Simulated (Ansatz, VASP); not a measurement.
Fe: VASP beside Ansatz

File INCAR:

```
SYSTEM = Fe
PREC     = Accurate       ! precision mode
ENCUT    = 520            ! plane-wave cutoff, eV
EDIFF    = 1E-7           ! SCF threshold, eV
ISMEAR   = 0              ! smearing method
SIGMA    = 0.05           ! smearing width, eV
LREAL    = .FALSE.        ! projectors in reciprocal space
LASPH    = .TRUE.         ! aspherical terms in the spheres
NELM     = 150            ! most SCF steps
ALGO     = Fast           ! electronic algorithm
ISIF     = 2              ! what is computed and relaxed
LWAVE    = .FALSE.        ! write WAVECAR
LCHARG   = .FALSE.        ! write CHGCAR
ISPIN    = 2              ! spin polarisation
MAGMOM   = 2.4            ! initial moments
LORBIT   = 11             ! projections on sites
LMAXMIX  = 4              ! l up to which the mixer works
GGA      = PE             ! functional
NBANDS   = 14             ! bands
```

The input KPOINTS:

```
Automatic mesh
0
G
  22 22 22
  0 0 0
```

POSCAR

```
Fe
1.0
   -1.3964612888      1.3964612888      1.3964612888
    1.3964612888     -1.3964612888      1.3964612888
    1.3964612888      1.3964612888     -1.3964612888
Fe
1
Direct
    0.0000000000      0.0000000000      0.0000000000
```

Input for Ansatz:

```yaml
crystal:
  lattice:
    - [-1.3964612888, 1.3964612888, 1.3964612888]
    - [1.3964612888, -1.3964612888, 1.3964612888]
    - [1.3964612888, 1.3964612888, -1.3964612888]
  atoms:
    - { symbol: Fe, position: [0.0, 0.0, 0.0], spin: 2.4 }
basis:
  ecutwfc: 420
  ecutrho_ratio: 4
kpoints:
  mp_grid: { grid: [22, 22, 22] }
hamiltonian:
  xc: pbe
scf:
  occupations: { method: gaussian, width: 0.05 }
output:
  forces: true
  stress: true
  eigenvalues: true
  populations: true
magnetization:
  spin_polarized: true
```

Alike in both runs: task single point; functional PBE; k mesh 22 × 22 × 22; occupations gaussian, width 0.05 eV; collinear spin.

```csv
,VASP,Ansatz
version,VASP 6.6.1,Ansatz 0.2.0
potentials or method,"VASP PAW PBE potentials, release 64 (Fe), cutoff 520 eV","scalar-relativistic, plane waves, PAW"
valence electrons in the cell,8,16
```

```tsv
	VASP	Ansatz	Ansatz less VASP
gap on the k mesh at the Fermi level (eV)	none	none	-
pressure (GPa)	8.9	9.3	+0.45
net moment per atom (μB)	2.14	2.13	-0.010
size of the moment on the site where the two differ most (μB)	2.13	2.17	+0.039
```

Site moments also hang on the region over which each program counts them. A gap of «none» marks a metal or a gap that the smearing closes. With one functional, cell and mesh, what is left measures potentials, basis and numerics. VASP's potentials hold 8 valence electrons a cell and Ansatz's 16, so a difference there can come from the potentials and not from the codes.
